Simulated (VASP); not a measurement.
Runs of VASP 6.6.1 on AlIn2N3. The structure is that of space group P6/mmm (No. 191), or close to it. The cells are those of the table. 

```csv
task,spin,cell,k mesh,cutoff (eV),gap on the mesh (eV),pressure (GPa),moment (μB),relaxed volume (Å³/atom)
relaxation of cell and atoms,off,"relaxed from a = 5.953, b = 5.953, c = 2.979 Å, angles 90.0, 90.0, 120.0°, 6 atoms",3 × 3 × 6,600,none,0.1,-,(b)
single point,off,"a = 5.282, b = 5.282, c = 4.082 Å, angles 90.0, 90.0, 120.0°, 6 atoms",6 × 6 × 4,520,none,-7.4,-,-
relaxation of cell and atoms,off,"relaxed from a = 5.282, b = 5.282, c = 4.082 Å, angles 90.0, 90.0, 120.0°, 6 atoms",6 × 6 × 4,600,none,-0.1,-,(a)
single point,"collinear, ferromagnetic start","a = 5.887, b = 5.887, c = 3.031 Å, angles 90.0, 90.0, 120.0°, 6 atoms",3 × 3 × 6,520,none,0.2,0.76,-
single point,off,"a = 5.887, b = 5.887, c = 3.031 Å, angles 90.0, 90.0, 120.0°, 6 atoms",3 × 3 × 6,520,none,0.3,-,-
single point,"collinear, ferromagnetic start","a = 5.908, b = 5.908, c = 3.041 Å, angles 90.0, 90.0, 120.0°, 6 atoms",6 × 6 × 12,520,none,0.1,1.99,-
single point,off,"a = 5.953, b = 5.953, c = 2.979 Å, angles 90.0, 90.0, 120.0°, 6 atoms",6 × 6 × 4,520,none,0.2,-,-
```

Alike in all rows: level PBE; potentials or basis VASP PAW PBE potentials, release 64 (Al, In_d, N); smearing gaussian 0.1 eV.

Question: Estimate the missing entries.

Answer: (a) 15.27; (b) 15.17.

Caveats: some runs use coarse meshes; spin-orbit coupling is left out, which moves the levels of the heavy elements.

A k mesh can miss the band edges, and the runs leave out spin-orbit coupling on In.

A gap of «none» marks levels without a gap at the run's occupations.
